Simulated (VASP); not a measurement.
Write the native input for VASP 6.6.1 that does the following.

| Quantity | Value |
| --- | --- |
| Task | single point |
| Functional | RPBE |
| Dispersion | D3(BJ) |
| Potentials or basis | VASP PAW PBE potentials, release 64 (Mo_sv, S) |
| Cutoff | 520 eV |
| k mesh | 9 × 9 × 4 |
| Occupations | fermi-dirac, width 0.05 eV |
| Spin | no spin polarisation |
| Dipole correction | no |
| Further INCAR settings | ALGO = Normal; EDIFF = 1e-06; NBANDS = 20 |

The structure of MoS2 lies in POSCAR:

```
MoS2
1.0
    3.2699360711      0.0000000000      0.0000000000
   -1.6349680355      2.8318477062      0.0000000000
    0.0000000000      0.0000000000      6.3955418068
Mo S
1 2
Direct
    0.0000000000      0.0000000000      0.5000000000
    0.6666666667      0.3333333333      0.7446806800
    0.3333333333      0.6666666667      0.2553193200
```

The input as run:

INCAR

```
SYSTEM = MoS2
ALGO = Normal ; EDIFF = 1E-6
ENCUT = 520 ; GGA = RP
ISIF = 2 ; ISMEAR = -1
IVDW = 12 ; LASPH = .TRUE.
LCHARG = .TRUE. ; LELF = .TRUE.
LREAL = .FALSE. ; LVHAR = .TRUE.
LWAVE = .FALSE. ; NBANDS = 20
NELM = 60 ; PREC = Accurate
SIGMA = 0.05
```

KPOINTS

```
k-points
0
G
  9 9 4
  0 0 0
```

Potentials or basis: VASP PAW PBE potentials, release 64 (Mo_sv, S).

Command:

```console
$ cat potpaw_PBE.64/Mo_sv/POTCAR potpaw_PBE.64/S/POTCAR > POTCAR
$ mpirun -np 1 vasp_std > vasp.out
```

It gave:

* Pressure: -17.6 GPa
* Largest force: 0.853 eV/Å
* Band gap on the k mesh: zero (band 13 reaches 7.14 eV, above the bottom of band 14 at 6.09 eV)
* Dispersion energy per atom: -1.751 eV

Caveat: the PAW data sets were made with another functional, which shifts forces and pressure a little.

Wall time 76 s on 1 thread of AMD EPYC 7571, with other jobs on the host, peak memory 0.17 GiB.
